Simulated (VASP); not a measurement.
# BP (F-43m) in VASP: a series of runs

BP is run at these levels: PBE, LDA; tasks: relaxation of cell and atoms, single point.

Program: VASP 6.6.1. These are calculated values, not measurements. Logs are shortened: lines on timing, memory, paths and dates and some standing lists are left out, and cuts for length are marked.

### Step 1. The cell of the first run

Symmetry: F-43m, No. 216, cubic system. Conventional cell: a = 4.548 Å, b = 4.548 Å, c = 4.548 Å, α = 90.00°, β = 90.00°, γ = 90.00°. Within 2.6 Å of B (site symmetry -43m) lie 4 P at 1.97 Å. P (site symmetry -43m) has 4 B at 1.97 Å within 2.6 Å.

### Step 2. Relaxation of cell and atoms, PBE, target pressure 30 GPa, at which the enthalpy is minimised

File INCAR:

```
SYSTEM = BP
ALGO = Normal ; EDIFF = 1E-7
EDIFFG = -0.001 ; ENCUT = 600
GGA = PE ; IBRION = 2
ISIF = 3 ; ISMEAR = 0
LASPH = .True. ; LCHARG = .False.
LREAL = .False. ; LWAVE = .False.
NELM = 80 ; NSW = 80
PREC = Accurate ; PSTRESS = 300.0
SIGMA = 0.01
```

File KPOINTS:

```
k-points
0
Gamma
  10 10 10
  0 0 0
```

File POSCAR:

```
BP
1.0
    0.0000000000      2.2741905837      2.2741905837
    2.2741905837      0.0000000000      2.2741905837
    2.2741905837      2.2741905837      0.0000000000
B P
1 1
Direct
    0.0000000000      0.0000000000      0.0000000000
    0.7500000000      0.7500000000      0.7500000000
```

Potentials or basis: VASP PAW PBE potentials, release 64 (B, P).

Run with:

```sh
$ cat potpaw_PBE.64/B/POTCAR potpaw_PBE.64/P/POTCAR > POTCAR
$ mpirun -np 1 vasp_std > vasp.out
```

OUTCAR:

```text
SYSTEM = BP
   EDIFF = 1E-7
   EDIFFG = -0.001
   ENCUT = 600
   GGA = PE
   IBRION = 2
   ISIF = 3
   ISMEAR = 0
   LASPH = .True.
   LREAL = .False.
   NELM = 80
   NSW = 80
   PREC = Accurate
   PSTRESS = 300.0

 ion  position               nearest neighbor table
   1  0.000  0.000  0.000-   2 1.97   2 1.97   2 1.97   2 1.97
   2  0.750  0.750  0.750-   1 1.97   1 1.97   1 1.97   1 1.97

  LATTYP: Found a face centered cubic cell.
 ALAT       =     4.5483811674

  Lattice vectors:

 A1 = (   0.0000000000,   2.2741905837,   2.2741905837)
 A2 = (   2.2741905837,   0.0000000000,   2.2741905837)
 A3 = (   2.2741905837,   2.2741905837,   0.0000000000)

Analysis of symmetry for initial positions (statically):
=====================================================================
 Subroutine PRICEL returns:
 Original cell was already a primitive cell.

 Routine SETGRP: Setting up the symmetry group for a
 face centered cubic supercell.

 Subroutine GETGRP returns: Found 24 space group operations
 (whereof 24 operations were pure point group operations)
 out of a pool of 48 trial point group operations.

The static configuration has the point symmetry T_d .

Analysis of symmetry for dynamics (positions and initial velocities):
=====================================================================
 Subroutine PRICEL returns:
 Original cell was already a primitive cell.

 Routine SETGRP: Setting up the symmetry group for a
 face centered cubic supercell.

 Subroutine GETGRP returns: Found 24 space group operations
 (whereof 24 operations were pure point group operations)
 out of a pool of 48 trial point group operations.

The dynamic configuration has the point symmetry T_d .

 Subroutine INISYM returns: Found 24 space group operations
 (whereof 24 operations are pure point group operations),
 and found     1 'primitive' translations

----------------------------------------------------------------------------------------

                                     Primitive cell

  volume of cell :      23.5240

  direct lattice vectors                    reciprocal lattice vectors
     0.000000000  2.274190584  2.274190584    -0.219858443  0.219858443  0.219858443
     2.274190584  0.000000000  2.274190584     0.219858443 -0.219858443  0.219858443
     2.274190584  2.274190584  0.000000000     0.219858443  0.219858443 -0.219858443

  length of vectors
     3.216191167  3.216191167  3.216191167     0.380805993  0.380805993  0.380805993

  position of ions in fractional coordinates (direct lattice)
     0.000000000  0.000000000  0.000000000
[... 85 lines left out ...]
   ISYM   =      2    0-nonsym 1-usesym 2-fastsym
   POTIM  = 0.5000    time-step for ionic-motion
   TEBEG  =    0.0;   TEEND  =   0.0 temperature during run
   PSTRESS=  300.0 pullay stress
   NELECT =       8.0000    total number of electrons
   NUPDOWN=      -1.0000    fix difference up-down
   EMIN   =  10.00;   EMAX   =-10.00  energy-range for DOS
   EFERMI =   0.00;   METHOD = LEGACY
   ISMEAR =     0;   SIGMA  =   0.01  broadening in eV -4-tet -1-fermi 0-gaus
   EFERMI_NEDOS =   21; number of points for ismear=-14 and -15
   IALGO  =     38    algorithm
   IMIX   =      4    mixing-type and parameters
     AMIX     =   0.40;   BMIX     =  1.00
     AMIX_MAG =   1.60;   BMIX_MAG =  1.00
  volume/ion in A,a.u.               =      11.76        79.37
  Fermi-wavevector in a.u.,A,eV,Ry     =   1.142706  2.159402 17.766185  1.305778
  Thomas-Fermi vector in A             =   2.279404
   LORBIT       =      0    0 simple, 1 ext, 2 COOP (PROOUT), +10 PAW based schemes
   GGA     = PE    functional components
   LHFCALC =     F    Hartree Fock is set to
   AEXX    =    0.0000 exact exchange contribution
   IVDW    =     0    specifies the selected vdW correction
   LEPSILON=     F    determine dielectric tensor
   LRPA    =     F    only Hartree local field effects (RPA)
 conjugate gradient relaxation of ions
 non-spin polarized calculation
 Gauss-broadening in eV      SIGMA  =   0.01
  energy-cutoff  :      600.00
  volume of cell :       23.52
 maximum number of plane-waves:       801
 NGX is ok and might be reduce to    28
   NGX = 13   NGY = 13   NGZ = 13

--------------------------------------- Ionic step        1  -------------------------------------------

 number of electron       8.0000000 magnetization

 Free energy of the ion-electron system (eV)
  ---------------------------------------------------
  ext. energy  EPLUGINS =         0.00000000
  ---------------------------------------------------
  free energy    TOTEN  =       -12.93247032 eV

  energy without entropy =      -12.93247032  energy(sigma->0) =      -12.93247032

------------------------ aborting loop because EDIFF is reached ----------------------------------------

  FORCE on cell =-STRESS in cart. coord.  units (eV):
  Direction    XX          YY          ZZ          XY          YZ          ZX
  --------------------------------------------------------------------------------------
  -------------------------------------------------------------------------------------
  Total       -0.0321793     -0.0321793     -0.0321793     -0.0000000     -0.0000000     -0.0000000
  in kB       -2.1916778     -2.1916778     -2.1916778     -0.0000000     -0.0000000     -0.0000000
  external PRESSURE =    -302.1916778 kB  Pullay stress =     300.0000000 kB
[... 25 lines left out ...]
--------------------------------------- Ionic step        2  -------------------------------------------

 number of electron       8.0000000 magnetization

 E-fermi :  11.9474     XC(G=0): -12.3925

 val. band max:       11.7954631809   @ k =   0.0000   0.0000   0.0000
 cond. band min:      12.3890911773   @ k =   0.5000   0.5000   0.0000
 fundamental gap:      0.5936279964
 Fermi energy:        11.9473986593

 k-point     1 :       0.0000    0.0000    0.0000
  band No.  band energies     occupation
      1      -6.8935      2.00000
      2      11.7955      2.00000
      3      11.7955      2.00000
      4      11.7955      2.00000
      5      16.0245      0.00000
      6      16.0245      0.00000
      7      16.0245      0.00000
      8      24.4056      0.00000
[... 442 lines left out ...]
--------------------------------------- Ionic step        7  -------------------------------------------

 number of electron       8.0000000 magnetization

 Free energy of the ion-electron system (eV)
  ---------------------------------------------------
  ext. energy  EPLUGINS =         0.00000000
  ---------------------------------------------------
  free energy    TOTEN  =       -12.67248340 eV

  energy without entropy =      -12.67248340  energy(sigma->0) =      -12.67248340

 E-fermi :   9.2480     XC(G=0): -11.5029

 val. band max:        9.1186029765   @ k =   0.0000   0.0000   0.0000
 cond. band min:      10.1604960103   @ k =   0.5000   0.5000   0.0000
 fundamental gap:      1.0418930338
 Fermi energy:         9.2480009197

 k-point     1 :       0.0000    0.0000    0.0000
  band No.  band energies     occupation
      1      -7.6059      2.00000
      2       9.1186      2.00000
      3       9.1186      2.00000
      4       9.1186      2.00000
      5      12.7647      0.00000
      6      12.7647      0.00000
      7      12.7647      0.00000
      8      18.6451      0.00000
[... 286 lines left out ...]
  energy  without entropy=      -12.6724833965  energy(sigma->0) =      -12.67248340

  enthalpy is  TOTEN    =        -8.8554485879 eV   P V=        3.8170348086

 reached required accuracy - stopping structural energy minimisation
```

OSZICAR:

```text
N       E                     dE             d eps       ncg     rms          rms(c)
DAV:   1     0.127670057653E+02    0.12767E+02   -0.45488E+03   752   0.102E+03
DAV:   2    -0.133197624278E+02   -0.26087E+02   -0.24269E+02  1208   0.117E+02
DAV:   3    -0.136247817224E+02   -0.30502E+00   -0.30502E+00   864   0.166E+01
[... 60 lines left out ...]
       N       E                     dE             d eps       ncg     rms          rms(c)
DAV:   1    -0.126725231604E+02    0.84700E-02   -0.14285E-03   824   0.314E-01    0.511E-02
DAV:   2    -0.126724918810E+02    0.31279E-04   -0.56980E-05  1016   0.519E-02    0.277E-02
DAV:   3    -0.126724833568E+02    0.85243E-05   -0.21253E-05   832   0.269E-02    0.817E-03
DAV:   4    -0.126724833965E+02   -0.39741E-07   -0.50738E-07   952   0.581E-03
   7 F= -.88554486E+01 E0= -.88554486E+01  d E =-.563799E-04
```

CONTCAR:

```text
BP
   1.00000000000000
     0.0000000000000000    2.1681790853014173    2.1681790853014173
     2.1681790853014173    0.0000000000000000    2.1681790853014173
     2.1681790853014173    2.1681790853014173   -0.0000000000000000
  B               P
     1     1
Direct
     0.0000000000000000    0.0000000000000000    0.0000000000000000
     0.7500000000000000    0.7500000000000000    0.7500000000000000

  0.00000000E+00  0.00000000E+00  0.00000000E+00
  0.00000000E+00  0.00000000E+00  0.00000000E+00
```

Wall time 69 s (1 thread of Intel Xeon 8259CL, shared host); peak memory 0.16 GiB.

What came out:

* Free energy: -12.6725 eV
* Relaxed volume: 10.19 Å³/atom
* Relaxed cell: a = 3.066 Å, b = 3.066 Å, c = 3.066 Å, α = 60.00°, β = 60.00°, γ = 60.00°
* Space group after relaxing (to 0.05 Å): F-43m (No. 216)
* Energy change on relaxing (the enthalpy is what falls): +130.0 meV/atom
* Ionic steps: 7
* Pressure after relaxing: 30.0 GPa
* Band gap on the k mesh: 1.04 eV, indirect (least direct gap 3.65 eV)

The path:
| step | energy change (eV) | largest force (eV/Å) | pressure (GPa) | volume (Å³) |
| --- | --- | --- | --- | --- |
| 1 | 0.0000 | 0.0000 | -0.22 | 23.52 |
| 2 | 1.6526 | 0.0000 | 102.26 | 16.75 |
| 3 | 0.2330 | 0.0000 | 28.09 | 20.53 |
| 4 | 0.2558 | 0.0000 | 29.72 | 20.41 |
| 5 | 0.2670 | 0.0000 | 30.50 | 20.35 |
| 6 | 0.2515 | 0.0000 | 29.41 | 20.43 |
| 7 | 0.2600 | 0.0000 | 30.00 | 20.39 |

Final structure:
```
CELL_PARAMETERS angstrom
0.00000 2.16818 2.16818
2.16818 0.00000 2.16818
2.16818 2.16818 0.00000
ATOMIC_POSITIONS crystal
B 0.00000 0.00000 0.00000
P 0.75000 0.75000 0.75000
```

Caveat: the cell is relaxed towards a set pressure, so the enthalpy falls and the energy may rise. A k mesh can miss the band edges.

### Step 3. Single point, LDA

This run uses another cell than the first one, of 9.85 Å³/atom, 0.838 times its volume.

File INCAR:

```
SYSTEM = BP
  PREC = Accurate
  ENCUT = 500
  EDIFF = 1E-6
  ISMEAR = 0
  SIGMA = 0.01
  LREAL = .FALSE.
  LASPH = .TRUE.
  NELM = 120
  ALGO = Normal
  ISIF = 2
  LWAVE = .FALSE.
  LCHARG = .FALSE.
  GGA = CA
  NBANDS = 11
  GGA_COMPAT = .FALSE.
```

File KPOINTS:

```
Automatic mesh
0
G
  10 10 10
  0 0 0
```

File POSCAR:

```
BP
1.0
    0.0000000000      2.1437829041      2.1437829041
    2.1437829041      0.0000000000      2.1437829041
    2.1437829041      2.1437829041      0.0000000000
B P
1 1
Direct
    0.0000000000      0.0000000000      0.0000000000
    0.7500000000      0.7500000000      0.7500000000
```

Potentials or basis: VASP PAW LDA potentials, release 64 (B, P).

Run with:

```sh
$ cat potpaw_LDA.64/B/POTCAR potpaw_LDA.64/P/POTCAR > POTCAR
$ mpirun -np 1 vasp_std > vasp.out
```

Run time: 6.3 s. Hardware: 1 thread of Intel Xeon Platinum 8488C (Sapphire Rapids), shared host; peak memory 0.12 GiB.

The run converged. Its results:

```yaml
Free_energy: -14.1420 eV
Pressure: 31.3 GPa
Band_gap_on_the_k_mesh: 0.97 eV, indirect (least direct gap 3.71 eV)
```

Levels at points of the mesh, in eV from the valence-band top:
| k point | band 1 | band 2 | band 3 | band 4 | band 5 | band 6 | band 7 | band 8 |
| --- | --- | --- | --- | --- | --- | --- | --- | --- |
| (0.00, 0.00, 0.00) | -16.96 | 0.00 | 0.00 | 0.00 | 3.71 | 3.71 | 3.71 | 10.08 |
| (0.50, 0.00, 0.00) | -12.94 | -10.28 | -1.93 | -1.93 | 4.81 | 4.81 | 4.87 | 10.55 |
| (0.50, 0.50, 0.00) | -11.21 | -9.38 | -4.72 | -4.72 | 0.97 | 1.44 | 13.65 | 13.65 |
